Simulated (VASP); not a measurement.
# TaN (I4mm) in VASP: single point with r2SCAN

Aim: the single point of TaN with r2SCAN.

Everything below comes from runs of VASP 6.6.1. Logs are shortened: lines on timing, memory, paths and dates and some standing lists are left out, and cuts for length are marked.

## (1) The cell of the first run

It takes space group I4mm (No. 107, tetragonal). Conventional cell: a = 3.082 Å, b = 3.082 Å, c = 4.358 Å, α = 90.00°, β = 90.00°, γ = 90.00°. Within 2.9 Å of Ta (site symmetry 4mm) lie 6 N at 2.17 to 2.19 Å. N (site symmetry 4mm) has 6 Ta at 2.17 to 2.19 Å within 2.9 Å.

## (2) Single point, r2SCAN

POSCAR reads:

```
TaN
1.0
    0.0000000000      2.1790000000      2.1790000000
    2.1790000000      0.0000000000      2.1790000000
    2.1790000000      2.1790000000      0.0000000000
Ta N
1 1
Direct
    0.5000000000      0.5000000000      0.5000000000
   -0.0028682882     -0.0028682882      0.0028682882
```

INCAR.step1 reads:

```
PREC = Accurate
ENCUT = 520
ISMEAR = 0
SIGMA = 0.15
LREAL = F
LASPH = T
NELM = 60
NBANDS = 15
GGA = PE
ALGO = Normal
EDIFF = 1E-4
LWAVE = T
LCHARG = F
```

INCAR.step2 reads:

```
PREC = Accurate
ENCUT = 520
EDIFF = 1E-6
ISMEAR = 0
SIGMA = 0.15
LREAL = F
LASPH = T
NELM = 60
ALGO = Normal
ISIF = 2
LWAVE = F
LCHARG = T
METAGGA = R2SCAN
LMIXTAU = T
LELF = T
LVHAR = T
NBANDS = 15
ISTART = 1
```

KPOINTS reads:

```
Automatic mesh
0
Gamma
  18 18 18
```

Potentials or basis: VASP PAW PBE potentials, release 64 (Ta_pv, N).

Command:

```bash
$ cat potpaw_PBE.64/Ta_pv/POTCAR potpaw_PBE.64/N/POTCAR > POTCAR
$ cp INCAR.step1 INCAR
$ mpirun -np 1 vasp_std > vasp.out
$ cp INCAR.step2 INCAR
$ mpirun -np 1 vasp_std > vasp.out
```

OUTCAR:

```text
PREC = Accurate
   ENCUT = 520
   EDIFF = 1E-6
   ISMEAR = 0
   LREAL = F
   LASPH = T
   NELM = 60
   ISIF = 2
   METAGGA = R2SCAN
   ISTART = 1

 ion  position               nearest neighbor table
   1  0.500  0.500  0.500-   2 2.17   2 2.18   2 2.18   2 2.18   2 2.18   2 2.19
   2  0.997  0.997  0.003-   1 2.17   1 2.18   1 2.18   1 2.18   1 2.18   1 2.19

  LATTYP: Found a face centered cubic cell.
 ALAT       =     4.3580000000

  Lattice vectors:

 A1 = (   0.0000000000,   2.1790000000,   2.1790000000)
 A2 = (   2.1790000000,   0.0000000000,   2.1790000000)
 A3 = (   2.1790000000,   2.1790000000,   0.0000000000)

Analysis of symmetry for initial positions (statically):
=====================================================================
 Subroutine PRICEL returns:
 Original cell was already a primitive cell.

 Routine SETGRP: Setting up the symmetry group for a
 face centered cubic supercell.

 Subroutine GETGRP returns: Found  8 space group operations
 (whereof  8 operations were pure point group operations)
 out of a pool of 48 trial point group operations.

The static configuration has the point symmetry C_4v.

Analysis of symmetry for dynamics (positions and initial velocities):
=====================================================================
 Subroutine PRICEL returns:
 Original cell was already a primitive cell.

 Routine SETGRP: Setting up the symmetry group for a
 face centered cubic supercell.

 Subroutine GETGRP returns: Found  8 space group operations
 (whereof  8 operations were pure point group operations)
 out of a pool of 48 trial point group operations.

The dynamic configuration has the point symmetry C_4v.

 Subroutine INISYM returns: Found  8 space group operations
 (whereof  8 operations are pure point group operations),
 and found     1 'primitive' translations

----------------------------------------------------------------------------------------

                                     Primitive cell

  volume of cell :      20.6920

  direct lattice vectors                    reciprocal lattice vectors
     0.000000000  2.179000000  2.179000000    -0.229463056  0.229463056  0.229463056
     2.179000000  0.000000000  2.179000000     0.229463056 -0.229463056  0.229463056
     2.179000000  2.179000000  0.000000000     0.229463056  0.229463056 -0.229463056

  length of vectors
     3.081571352  3.081571352  3.081571352     0.397441672  0.397441672  0.397441672

  position of ions in fractional coordinates (direct lattice)
     0.500000000  0.500000000  0.500000000
[... 88 lines left out ...]
   PSTRESS=    0.0 pullay stress
   NELECT =      16.0000    total number of electrons
   NUPDOWN=      -1.0000    fix difference up-down
   EMIN   =  10.00;   EMAX   =-10.00  energy-range for DOS
   EFERMI =   0.00;   METHOD = LEGACY
   ISMEAR =     0;   SIGMA  =   0.15  broadening in eV -4-tet -1-fermi 0-gaus
   EFERMI_NEDOS =   21; number of points for ismear=-14 and -15
   IALGO  =     38    algorithm
   IMIX   =      4    mixing-type and parameters
     AMIX     =   0.40;   BMIX     =  1.00
     AMIX_MAG =   1.60;   BMIX_MAG =  1.00
  volume/ion in A,a.u.               =      10.35        69.82
  Fermi-wavevector in a.u.,A,eV,Ry     =   1.502615  2.839530 30.719922  2.257851
  Thomas-Fermi vector in A             =   2.613832
   LORBIT       =      0    0 simple, 1 ext, 2 COOP (PROOUT), +10 PAW based schemes
   METAGGA = R2SCAN    functional components
   LHFCALC =     F    Hartree Fock is set to
   AEXX    =    0.0000 exact exchange contribution
   IVDW    =     0    specifies the selected vdW correction
   LEPSILON=     F    determine dielectric tensor
   LRPA    =     F    only Hartree local field effects (RPA)
 non-spin polarized calculation
 Gauss-broadening in eV      SIGMA  =   0.15
  energy-cutoff  :      520.00
  volume of cell :       20.69
 maximum number of plane-waves:       568
   NGX = 11   NGY = 11   NGZ = 11

 number of electron      16.0000000 magnetization

 Free energy of the ion-electron system (eV)
  ---------------------------------------------------
  ext. energy  EPLUGINS =         0.00000000
  ---------------------------------------------------
  free energy    TOTEN  =       -59.60601177 eV

  energy without entropy =      -59.59698318  energy(sigma->0) =      -59.60149747

 E-fermi :   9.9406     XC(G=0): -14.6304

 val. band max:        9.9400956052   @ k =   0.1111  -0.2778   0.3333
 cond. band min:       9.9598421178   @ k =   0.0556   0.2222   0.1667
 fundamental gap:      0.0197465126
 Fermi energy:         9.9406057388

 k-point     1 :       0.0000    0.0000    0.0000
  band No.  band energies     occupation
      1     -27.1698      2.00000
      2     -27.1696      2.00000
      3     -27.1696      2.00000
      4     -10.3223      2.00000
      5       5.6906      2.00000
      6       5.6906      2.00000
      7       5.6913      2.00000
      8       7.6807      2.00000
      9       7.6860      2.00000
     10       7.6860      2.00000
     11      10.0597      0.26131
     12      10.0652      0.23998
     13      11.9501      0.00000
     14      19.5539      0.00000
[... 401 lines left out ...]
      2     -27.2631      2.00000
      3     -27.2517      2.00000
      4      -7.7974      2.00000
      5      -0.1986      2.00000
      6       2.0380      2.00000
      7       2.2577      2.00000
      8       9.9368      1.02842
      9      11.2992      0.00000
     10      11.4093      0.00000
     11      15.3016      0.00000
     12      16.1059      0.00000
     13      17.2657      0.00000
     14      19.5508      0.00000
     15      22.6441      0.00000

 [... further k-points ...]

------------------------ aborting loop because EDIFF is reached ----------------------------------------

  FORCE on cell =-STRESS in cart. coord.  units (eV):
  Direction    XX          YY          ZZ          XY          YZ          ZX
  --------------------------------------------------------------------------------------
  -------------------------------------------------------------------------------------
  Total        1.5402877      1.5402877      1.5516099      0.0000000      0.0000000      0.0000000
  in kB      119.2643737    119.2643737    120.1410561      0.0000000      0.0000000      0.0000000
  external PRESSURE =     119.5566011 kB  Pullay stress =       0.0000000 kB

 VOLUME and BASIS-vectors are now :
 -----------------------------------------------------------------------------
  energy-cutoff  :      520.00
  volume of cell :       20.69
      direct lattice vectors                 reciprocal lattice vectors
     0.000000000  2.179000000  2.179000000    -0.229463056  0.229463056  0.229463056
     2.179000000  0.000000000  2.179000000     0.229463056 -0.229463056  0.229463056
     2.179000000  2.179000000  0.000000000     0.229463056  0.229463056 -0.229463056

 POSITION                                       TOTAL-FORCE (eV/Angst)
 -----------------------------------------------------------------------------------
      2.17900      2.17900      2.17900         0.000000      0.000000     -0.105139
      2.17900      2.17900      4.34550         0.000000      0.000000      0.105139
 -----------------------------------------------------------------------------------
    total drift:                                0.000000      0.000000     -0.000520

  FREE ENERGIE OF THE ION-ELECTRON SYSTEM (eV)
  ---------------------------------------------------
  free  energy   TOTEN  =       -59.6060117656 eV

  energy  without entropy=      -59.5969831766  energy(sigma->0) =      -59.60149747
```

OSZICAR.step1:

```text
N       E                     dE             d eps       ncg     rms          rms(c)
DAV:   1     0.892402961139E+02    0.89240E+02   -0.87950E+03 14400   0.114E+03
DAV:   2    -0.220807856058E+02   -0.11132E+03   -0.10492E+03 17767   0.304E+02
DAV:   3    -0.248058633718E+02   -0.27251E+01   -0.27091E+01 15989   0.445E+01
DAV:   4    -0.248161695944E+02   -0.10306E-01   -0.10303E-01 18791   0.292E+00
DAV:   5    -0.248162361313E+02   -0.66537E-04   -0.66535E-04 16162   0.208E-01    0.256E+01
DAV:   6    -0.218681341104E+02    0.29481E+01   -0.54415E+00 17754   0.265E+01    0.107E+01
DAV:   7    -0.218214666692E+02    0.46667E-01   -0.55329E-01 16507   0.600E+00    0.735E+00
DAV:   8    -0.217960055423E+02    0.25461E-01   -0.13429E-01 16850   0.311E+00    0.179E+00
DAV:   9    -0.217889986152E+02    0.70069E-02   -0.18844E-02 16738   0.113E+00    0.325E-01
DAV:  10    -0.217889673894E+02    0.31226E-04   -0.14267E-03 16458   0.394E-01    0.580E-02
DAV:  11    -0.217889257770E+02    0.41612E-04   -0.78970E-05 10794   0.108E-01
   1 F= -.21788926E+02 E0= -.21784202E+02  d E =-.944660E-02
```

Run time: 7.7 min. Hardware: 1 thread of Intel Xeon 8259CL, shared host; peak memory 0.27 GiB.

Results:

| Quantity | Value |
| --- | --- |
| Free energy | -59.6060 eV |
| Pressure | 12.0 GPa |
| Largest force | 0.105 eV/Å |
| Band gap on the k mesh | zero (bands 8 and 9 overlap by 4.25 eV) |

Forces on the atoms (eV/Å):
```
Ta   0.000  0.000 -0.105
N    0.000  0.000  0.105
```

Caveat: the cell differs from its parent crystal (all N atoms moved +0.013 Å, as atom 2 towards its neighbour atom 1 (Ta) at 2.179 Å); the cell stands under pressure; the PAW data sets were made with another functional, which shifts forces and pressure a little; spin-orbit coupling is left out, which moves the levels of the heavy elements.
